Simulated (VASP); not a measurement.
# Te in VASP: further runs

Te is run at these levels: PBE, r2SCAN+rVV10, LDA; tasks: single point.

All numbers are computed with VASP 6.6.1; they aren't measurements. Logs are shortened: lines on timing, memory, paths and dates and some standing lists are left out, and cuts for length are marked.

## (1) The cell of the first run

The typed cell holds 1 atom: a = 3.147 Å, b = 3.116 Å, c = 3.188 Å, α = 92.61°, β = 92.59°, γ = 93.18°.

## (2) Single point, PBE (the cell strained at random)

Contents of INCAR:

```
SYSTEM = Te
ALGO     = Normal         ! electronic algorithm
EDIFF    = 1E-6           ! SCF threshold, eV
ENCUT    = 520            ! plane-wave cutoff, eV
GGA      = PE             ! functional
ISIF     = 2              ! what is computed and relaxed
ISMEAR   = -1             ! smearing method
LASPH    = .TRUE.         ! aspherical terms in the spheres
LCHARG   = .FALSE.        ! write CHGCAR
LREAL    = .FALSE.        ! projectors in reciprocal space
LWAVE    = .FALSE.        ! write WAVECAR
NBANDS   = 9              ! bands
NELM     = 100            ! most SCF steps
PREC     = Accurate       ! precision mode
SIGMA    = 0.05           ! smearing width, eV
```

Contents of KPOINTS:

```
k-points
0
G
  9 9 9
  0 0 0
```

Contents of POSCAR:

```
Te
1.0
    2.2857050000      1.3084100000      1.7231440000
   -2.2642260000      1.2957370000      1.7038320000
   -0.0002360000     -2.6597710000      1.7572810000
Te
1
Direct
    0.5014310000      0.4938640000      0.5031630000
```

Potentials or basis: VASP PAW PBE potentials, release 64 (Te).

Launch:

```bash
$ cat potpaw_PBE.64/Te/POTCAR > POTCAR
$ mpirun -np 1 vasp_std > vasp.out
```

OUTCAR:

```text
SYSTEM = Te
   EDIFF = 1E-6
   ENCUT = 520
   GGA = PE
   ISIF = 2
   ISMEAR = -1
   LASPH = .TRUE.
   LREAL = .FALSE.
   NELM = 100
   PREC = Accurate

 ion  position               nearest neighbor table
   1  0.501  0.494  0.503-

  LATTYP: Found a triclinic cell.
 ALAT       =     4.3775453490
 B/A-ratio  =     0.7189686335
 C/A-ratio  =     1.0412024223
 COS(alpha) =     0.0063775621
 COS(beta)  =     0.5365565317
 COS(gamma) =     0.6861207785

  Lattice vectors:

 A1 = (  -2.2854690000,   1.3513610000,  -3.4804250000)
 A2 = (  -2.2857050000,  -1.3084100000,  -1.7231440000)
 A3 = (  -2.2639900000,   3.9555080000,  -0.0534490000)

Analysis of symmetry for initial positions (statically):
=====================================================================
 Subroutine PRICEL returns:
 Original cell was already a primitive cell.

 Routine SETGRP: Setting up the symmetry group for a
 triclinic supercell.

 Subroutine GETGRP returns: Found  2 space group operations
 (whereof  1 operations were pure point group operations)
 out of a pool of  2 trial point group operations.

The static configuration has the point symmetry C_1 .
 The point group associated with its full space group is S_2 .

Analysis of symmetry for dynamics (positions and initial velocities):
=====================================================================
 Subroutine PRICEL returns:
 Original cell was already a primitive cell.

 Routine SETGRP: Setting up the symmetry group for a
 triclinic supercell.

 Subroutine GETGRP returns: Found  2 space group operations
 (whereof  1 operations were pure point group operations)
 out of a pool of  2 trial point group operations.

The dynamic configuration has the point symmetry C_1 .
 The point group associated with its full space group is S_2 .

 Subroutine INISYM returns: Found  2 space group operations
 (whereof  1 operations are pure point group operations),
 and found     1 'primitive' translations

----------------------------------------------------------------------------------------

                                     Primitive cell

  volume of cell :      31.1462

  direct lattice vectors                    reciprocal lattice vectors
     2.285705000  1.308410000  1.723144000     0.218607032  0.127735648  0.193366436
    -2.264226000  1.295737000  1.703832000    -0.220971222  0.128973469  0.195180932
    -0.000236000 -2.659771000  1.757281000    -0.000110145 -0.250304897  0.190206500

  length of vectors
     3.147317798  3.115878245  3.187854818     0.318584383  0.321804340  0.314374086

  position of ions in fractional coordinates (direct lattice)
     0.501431000  0.493864000  0.503163000

  ion indices of the primitive-cell ions
   primitive index   ion index
                 1           1

----------------------------------------------------------------------------------------

 KPOINTS: k-points

Automatic generation of k-mesh.
 Grid dimensions read from file:
 generate k-points for:    9    9    9

 Generating k-lattice:

  Cartesian coordinates                     Fractional coordinates (reciprocal lattice)
     0.024289670  0.014192850  0.021485160     0.111111111  0.000000000  0.000000000
    -0.024552358  0.014330385  0.021686770     0.000000000  0.111111111  0.000000000
    -0.000012238 -0.027811655  0.021134056    -0.000000000 -0.000000000  0.111111111

  Length of vectors
     0.035398265  0.035756038  0.034930454

  Shift w.r.t. Gamma in fractional coordinates (k-lattice)
     0.000000000  0.000000000  0.000000000

 Subroutine IBZKPT returns following result:
 ===========================================

 Found    365 irreducible k-points:

 Following reciprocal coordinates:
            Coordinates               Weight
  0.000000  0.000000  0.000000      1.000000
  0.111111  0.000000  0.000000      2.000000
  0.222222  0.000000  0.000000      2.000000
  0.333333  0.000000  0.000000      2.000000
  0.444444  0.000000  0.000000      2.000000
  0.000000  0.111111  0.000000      2.000000
[... 16 lines left out ...]
 -0.111111  0.222222  0.000000      2.000000
  0.000000  0.333333  0.000000      2.000000
 [... further k-points ...]
   k-points           NKPTS =    365   k-points in BZ     NKDIM =    365   number of bands    NBANDS=      9
   number of dos      NEDOS =    301   number of ions     NIONS =      1
   total plane-waves  NPLWV =  13824
   dimension x,y,z NGX =    24 NGY =   24 NGZ =   24
   dimension x,y,z NGXF=    48 NGYF=   48 NGZF=   48
   ions per type =               1
   NGX,Y,Z   is equivalent  to a cutoff of  12.68, 12.81, 12.52 a.u.
   NGXF,Y,Z  is equivalent  to a cutoff of  25.35, 25.61, 25.03 a.u.
 SYSTEM =  Te
   PREC   = accura    normal or accurate (medium, high low for compatibility)
   ISTART =      0    job   : 0-new  1-cont  2-samecut
   ICHARG =      2    charge: 1-file 2-atom 10-const
   ISPIN  =      1    spin polarized calculation?
   LNONCOLLINEAR =      F non collinear calculations
   LSORBIT =      F    spin-orbit coupling
   LASPH  =      T    aspherical Exc in radial PAW
   ENCUT  =  520.0 eV  38.22 Ry    6.18 a.u.   5.85  5.79  5.93*2*pi/ulx,y,z
   NELM   =    100;   NELMIN=  2; NELMDL= -5     # of ELM steps
   EDIFF  = 0.1E-05   stopping-criterion for ELM
   LREAL  =      F    real-space projection
   EDIFFG = 0.1E-04   stopping-criterion for IOM
   NSW    =      0    number of steps for IOM
   IBRION =     -1    ionic relax: 0-MD 1-quasi-New 2-CG
   NFREE  =      0    steps in history (QN), initial steepest desc. (CG)
   ISIF   =      2    stress and relaxation
   ISYM   =      2    0-nonsym 1-usesym 2-fastsym
   POTIM  = 0.5000    time-step for ionic-motion
   TEBEG  =    0.0;   TEEND  =   0.0 temperature during run
   PSTRESS=    0.0 pullay stress
   NELECT =       6.0000    total number of electrons
   NUPDOWN=      -1.0000    fix difference up-down
   EMIN   =  10.00;   EMAX   =-10.00  energy-range for DOS
   EFERMI =   0.00;   METHOD = LEGACY
   ISMEAR =    -1;   SIGMA  =   0.05  broadening in eV -4-tet -1-fermi 0-gaus
   EFERMI_NEDOS =   21; number of points for ismear=-14 and -15
   IALGO  =     38    algorithm
   IMIX   =      4    mixing-type and parameters
     AMIX     =   0.40;   BMIX     =  1.00
     AMIX_MAG =   1.60;   BMIX_MAG =  1.00
  volume/ion in A,a.u.               =      31.15       210.18
  Fermi-wavevector in a.u.,A,eV,Ry     =   0.945490  1.786717 12.162945  0.893951
  Thomas-Fermi vector in A             =   2.073396
   LORBIT       =      0    0 simple, 1 ext, 2 COOP (PROOUT), +10 PAW based schemes
   GGA     = PE    functional components
   LHFCALC =     F    Hartree Fock is set to
   AEXX    =    0.0000 exact exchange contribution
   IVDW    =     0    specifies the selected vdW correction
   LEPSILON=     F    determine dielectric tensor
   LRPA    =     F    only Hartree local field effects (RPA)
 non-spin polarized calculation
  energy-cutoff  :      520.00
  volume of cell :       31.15
 maximum number of plane-waves:       853
   NGX = 11   NGY = 11   NGZ = 11

 number of electron       6.0000000 magnetization

 Free energy of the ion-electron system (eV)
  ---------------------------------------------------
  ext. energy  EPLUGINS =         0.00000000
  ---------------------------------------------------
  free energy    TOTEN  =        -3.08788187 eV

  energy without entropy =       -3.08280443  energy(sigma->0) =       -3.08534315

 E-fermi :   7.1068     XC(G=0):  -9.4969

 val. band max:        7.0898665950   @ k =   0.1111  -0.1111   0.1111
 cond. band min:       7.1081389006   @ k =  -0.2222  -0.4444   0.3333
 fundamental gap:      0.0182723056
 Fermi energy:         7.1068169208

 k-point     1 :       0.0000    0.0000    0.0000
  band No.  band energies     occupation
      1      -6.8931      2.00000
      2       7.9977      0.00000
      3       8.3751      0.00000
      4       8.6844      0.00000
      5      12.9524      0.00000
      6      13.1831      0.00000
      7      13.8814      0.00000
      8      24.3942      0.00000
      9      24.4327      0.00000

 k-point     2 :       0.1111    0.0000    0.0000
  band No.  band energies     occupation
      1      -6.7386      2.00000
      2       6.8111      1.99461
      3       8.1838      0.00000
      4       8.7796      0.00000
      5      13.1222      0.00000
      6      13.7816      0.00000
      7      15.2603      0.00000
      8      22.0657      0.00000
      9      22.3597      0.00000

 k-point     3 :       0.2222    0.0000    0.0000
  band No.  band energies     occupation
      1      -6.2966      2.00000
      2       4.3806      2.00000
      3       8.5487      0.00000
      4       9.1413      0.00000
      5      13.5496      0.00000
      6      14.3037      0.00000
      7      18.3242      0.00000
      8      20.0407      0.00000
      9      20.3771      0.00000

 k-point     4 :       0.3333    0.0000    0.0000
  band No.  band energies     occupation
      1      -5.6599      2.00000
      2       2.2672      2.00000
      3       9.0398      0.00000
      4       9.6237      0.00000
      5      14.1765      0.00000
      6      15.0962      0.00000
      7      18.1358      0.00000
      8      18.7245      0.00000
      9      19.7920      0.00000
[... 205 lines left out ...]
 k-point    22 :      -0.2222    0.2222    0.0000
  band No.  band energies     occupation
      1      -5.7175      2.00000
      2       5.0584      2.00000
      3       5.3377      2.00000
      4       9.0867      0.00000
      5      14.0528      0.00000
      6      15.0087      0.00000
      7      18.6750      0.00000
      8      19.4663      0.00000
      9      20.2681      0.00000

 k-point    23 :      -0.1111    0.2222    0.0000
  band No.  band energies     occupation
      1      -6.1391      2.00000
      2       4.7325      2.00000
      3       7.5879      0.00013
      4       8.7269      0.00000
      5      13.7642      0.00000
      6      15.3470      0.00000
      7      17.3676      0.00000
      8      19.2028      0.00000
      9      20.2773      0.00000

 k-point    24 :       0.0000    0.3333    0.0000
  band No.  band energies     occupation
      1      -5.5952      2.00000
      2       2.2952      2.00000
      3       9.0822      0.00000
      4       9.4439      0.00000
      5      14.1952      0.00000
      6      14.9326      0.00000
      7      18.1174      0.00000
      8      18.5807      0.00000
      9      19.8785      0.00000

 [... further k-points ...]

------------------------ aborting loop because EDIFF is reached ----------------------------------------

  FORCE on cell =-STRESS in cart. coord.  units (eV):
  Direction    XX          YY          ZZ          XY          YZ          ZX
  --------------------------------------------------------------------------------------
  -------------------------------------------------------------------------------------
  Total        0.5904909      0.5375346      0.5506315     -0.0302609      0.0601731     -0.0371467
  in kB       30.3751742     27.6510773     28.3247883     -1.5566371      3.0953378     -1.9108446
  external PRESSURE =      28.7836799 kB  Pullay stress =       0.0000000 kB

 VOLUME and BASIS-vectors are now :
 -----------------------------------------------------------------------------
  energy-cutoff  :      520.00
  volume of cell :       31.15
      direct lattice vectors                 reciprocal lattice vectors
     2.285705000  1.308410000  1.723144000     0.218607032  0.127735648  0.193366436
    -2.264226000  1.295737000  1.703832000    -0.220971222  0.128973469  0.195180932
    -0.000236000 -2.659771000  1.757281000    -0.000110145 -0.250304897  0.190206500

 POSITION                                       TOTAL-FORCE (eV/Angst)
 -----------------------------------------------------------------------------------
      0.02778     -0.04230      2.58970         0.000000      0.000000      0.000000
 -----------------------------------------------------------------------------------
    total drift:                               -0.000000     -0.000000      0.000000

  FREE ENERGIE OF THE ION-ELECTRON SYSTEM (eV)
  ---------------------------------------------------
  free  energy   TOTEN  =        -3.0878818672 eV

  energy  without entropy=       -3.0828044255  energy(sigma->0) =       -3.08534315
```

It took 37 s on 1 thread of Intel Xeon 8259CL, shared host; peak memory 0.21 GiB.

Results:

| Item | Value |
| --- | --- |
| Free energy | -3.0879 eV |
| Pressure | 2.9 GPa |
| Band gap on the k mesh | zero (bands 3 and 4 overlap by 5.15 eV) |

Caveat: the cell differs from its parent crystal (the cell strained at random); spin-orbit coupling is left out, which moves the levels of the heavy elements.

## (3) Single point, r2SCAN+rVV10, non-collinear spin, zero start, spin-orbit coupling

Contents of POSCAR:

```
Te
1.0
    2.3059043427      1.3313144930      1.6909537039
   -2.3059043427      1.3313144930      1.6909537039
    0.0000000000     -2.6626289860      1.6909537039
Te
1
Direct
    0.5000000000      0.5000000000      0.5000000000
```

Contents of INCAR.step1:

```
SYSTEM = Te
ALGO = Normal ; EDIFF = 1E-4
ENCUT = 520 ; GGA = PE
GGA_COMPAT = .FALSE. ; ISMEAR = 1
LASPH = .TRUE. ; LCHARG = .FALSE.
LREAL = .FALSE. ; LSORBIT = .TRUE.
LWAVE = .TRUE. ; MAGMOM = 0 0 0
NBANDS = 17 ; NELM = 150
PREC = Accurate ; SIGMA = 0.1
```

Contents of INCAR.step2:

```
SYSTEM = Te
ALGO = Normal ; BPARAM = 11.95
CPARAM = 0.0093 ; EDIFF = 1E-6
ENCUT = 520 ; GGA_COMPAT = .FALSE.
ISIF = 2 ; ISMEAR = 1
ISTART = 1 ; IVDW_NL = 2
LASPH = .TRUE. ; LCHARG = .FALSE.
LMIXTAU = .TRUE. ; LORBIT = 11
LORBMOM = .TRUE. ; LREAL = .FALSE.
LSORBIT = .TRUE. ; LUSE_VDW = .TRUE.
LWAVE = .FALSE. ; MAGMOM = 0 0 0
METAGGA = R2SCAN ; NBANDS = 17
NELM = 150 ; PREC = Accurate
SIGMA = 0.1
```

KPOINTS is that of step 2.

Potentials or basis: VASP PAW PBE potentials, release 64 (Te).

Launch:

```bash
$ cat potpaw_PBE.64/Te/POTCAR > POTCAR
$ cp INCAR.step1 INCAR
$ mpirun -np 1 vasp_ncl > vasp.out
$ cp INCAR.step2 INCAR
$ mpirun -np 1 vasp_ncl > vasp.out
```

OUTCAR:

```text
SYSTEM = Te
   BPARAM = 11.95
   EDIFF = 1E-6
   ENCUT = 520
   ISIF = 2
   ISMEAR = 1
   ISTART = 1
   IVDW_NL = 2
   LASPH = .TRUE.
   LORBIT = 11
   LREAL = .FALSE.
   LSORBIT = .TRUE.
   METAGGA = R2SCAN
   NELM = 150
   PREC = Accurate

 ion  position               nearest neighbor table
   1  0.500  0.500  0.500-

  LATTYP: Found a trigonal (rhomboedric) cell.
 ALAT       =     3.1541904739
 COS(alpha) =    -0.0688991668

  Lattice vectors:

 A1 = (   2.3059043427,   1.3313144930,   1.6909537039)
 A2 = (  -2.3059043427,   1.3313144930,   1.6909537039)
 A3 = (   0.0000000000,  -2.6626289860,   1.6909537039)

Analysis of symmetry for initial positions (statically):
=====================================================================
 Subroutine PRICEL returns:
 Original cell was already a primitive cell.

 Routine SETGRP: Setting up the symmetry group for a
 trigonal (rhombohedral) supercell.

 Subroutine GETGRP returns: Found 12 space group operations
 (whereof 12 operations were pure point group operations)
 out of a pool of 12 trial point group operations.

The static configuration has the point symmetry D_3d.

Analysis of symmetry for dynamics (positions and initial velocities):
=====================================================================
 Subroutine PRICEL returns:
 Original cell was already a primitive cell.

 Routine SETGRP: Setting up the symmetry group for a
 trigonal (rhombohedral) supercell.

 Subroutine GETGRP returns: Found 12 space group operations
 (whereof 12 operations were pure point group operations)
 out of a pool of 12 trial point group operations.

The dynamic configuration has the point symmetry D_3d.

Analysis of structural, dynamic, and magnetic symmetry:
=====================================================================
 Subroutine PRICEL returns:
[... 653 lines left out ...]
  Total        0.3415182      0.3415182      0.2705593      0.0000000      0.0000000      0.0000000
  in kB       17.5678841     17.5678841     13.9177218      0.0000000      0.0000000      0.0000000
  external PRESSURE =      16.3511633 kB  Pullay stress =       0.0000000 kB

 VOLUME and BASIS-vectors are now :
 -----------------------------------------------------------------------------
  energy-cutoff  :      520.00
  volume of cell :       31.15
      direct lattice vectors                 reciprocal lattice vectors
     2.305904343  1.331314493  1.690953704     0.216834667  0.125189553  0.197127415
    -2.305904343  1.331314493  1.690953704    -0.216834667  0.125189553  0.197127415
     0.000000000 -2.662628986  1.690953704     0.000000000 -0.250379107  0.197127415

 POSITION                                       TOTAL-FORCE (eV/Angst)
 -----------------------------------------------------------------------------------
      0.00000      0.00000      2.53643         0.000000     -0.000000     -0.000000
 -----------------------------------------------------------------------------------
    total drift:                                0.000000      0.000000     -0.000000

  FREE ENERGIE OF THE ION-ELECTRON SYSTEM (eV)
  ---------------------------------------------------
  free  energy   TOTEN  =       -25.2922992829 eV

  energy  without entropy=      -25.2913924949  energy(sigma->0) =      -25.29199702

 orbital moment (x)

 # of ion     p       d       tot
 ----------------------------------------
  1        -0.000   0.000   0.000
 ----------------------------------------
           -0.000   0.000   0.000

 orbital moment (y)

 # of ion     p       d       tot
 ----------------------------------------
  1         0.000  -0.000  -0.000
 ----------------------------------------
            0.000  -0.000  -0.000

 orbital moment (z)

 # of ion     p       d       tot
 ----------------------------------------
  1         0.000   0.000   0.000
 ----------------------------------------
            0.000   0.000   0.000

 Spin-Orbit-Coupling matrix elements

 Ion:    1  E_soc:     -0.2260292
 l=   1
     0.0000000    -0.0378426    -0.0368878
    -0.0378426     0.0000000    -0.0378426
    -0.0368878    -0.0378426     0.0000000
 l=   2
     0.0000000    -0.0000364     0.0000000    -0.0000364    -0.0001079
    -0.0000364     0.0000000    -0.0000714    -0.0000454    -0.0000364
     0.0000000    -0.0000714     0.0000000    -0.0000714     0.0000000
    -0.0000364    -0.0000454    -0.0000714     0.0000000    -0.0000364
    -0.0001079    -0.0000364     0.0000000    -0.0000364     0.0000000
 l=   3
     0.0000000     0.0000000     0.0000000     0.0000000     0.0000000     0.0000000     0.0000000
     0.0000000     0.0000000     0.0000000     0.0000000     0.0000000     0.0000000     0.0000000
     0.0000000     0.0000000     0.0000000     0.0000000     0.0000000     0.0000000     0.0000000
     0.0000000     0.0000000     0.0000000     0.0000000     0.0000000     0.0000000     0.0000000
     0.0000000     0.0000000     0.0000000     0.0000000     0.0000000     0.0000000     0.0000000
     0.0000000     0.0000000     0.0000000     0.0000000     0.0000000     0.0000000     0.0000000
     0.0000000     0.0000000     0.0000000     0.0000000     0.0000000     0.0000000     0.0000000

 total charge

# of ion       s       p       d       tot
------------------------------------------
    1        1.447   1.803   0.050   3.301

 magnetization (x)

# of ion       s       p       d       tot
------------------------------------------
    1        0.000   0.000   0.000   0.000

 magnetization (y)

# of ion       s       p       d       tot
------------------------------------------
    1        0.000   0.000   0.000   0.000

 magnetization (z)

# of ion       s       p       d       tot
------------------------------------------
    1        0.000   0.000   0.000   0.000
```

It took 3.1 min on 1 thread of Intel Xeon Platinum 8375C at 2.90GHz (Ice Lake), shared host; peak memory 0.33 GiB.

What came out:

- Free energy: -25.2923 eV
- Pressure: 1.6 GPa
- Net moment: 0.00 μB per cell
- Valence electrons inside the program's atomic spheres: Te 3.30

Stress tensor (GPa, compression positive):
```
1.76 0.00 0.00
0.00 1.76 0.00
0.00 0.00 1.39
```

Moments on the atoms (μB; x, y, z):
```
Te  0.00 0.00 0.00
```

Caveat: the PAW data sets were made with another functional, which shifts forces and pressure a little.

(Continued in part 2 of 2.)
